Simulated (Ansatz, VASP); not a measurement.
## One calculation of Sb, two programs

```xyz
2
Lattice="3.2815 0.0000 0.0000 -1.6407 2.8418 0.0000 0.0000 0.0000 6.2512" Properties=species:S:1:pos:R:3 pbc="T T T"
Sb    0.0000    0.0000    1.5628
Sb    0.0000    0.0000    4.6884
```

Alike in both runs: functional PBE; k mesh 18 × 18 × 10; occupations gaussian, width 0.1 eV; no spin polarisation.

Ansatz relaxed the structure, and its values are those at the end. VASP's run is a single point on that final structure, the one shown.

|  | VASP | Ansatz |
| --- | --- | --- |
| version | VASP 6.6.1 | Ansatz 0.2.0 |
| potentials or method | VASP PAW PBE potentials, release 64 (Sb), cutoff 520 eV | scalar-relativistic, plane waves, PAW |
| valence electrons in the cell | 10 | 30 |

```csv
,VASP,Ansatz,Ansatz less VASP
gap on the k mesh at the Fermi level (eV),none,none,-
pressure (GPa),-0.1,0.0,+0.07
```

A gap of «none» marks a metal or a gap that the smearing closes. The functional is the same, so the differences come from potentials, cutoffs and numerics. VASP's potentials hold 10 valence electrons a cell and Ansatz's 30, so a difference there can come from the potentials and not from the codes.

Neither program's run includes spin-orbit coupling.
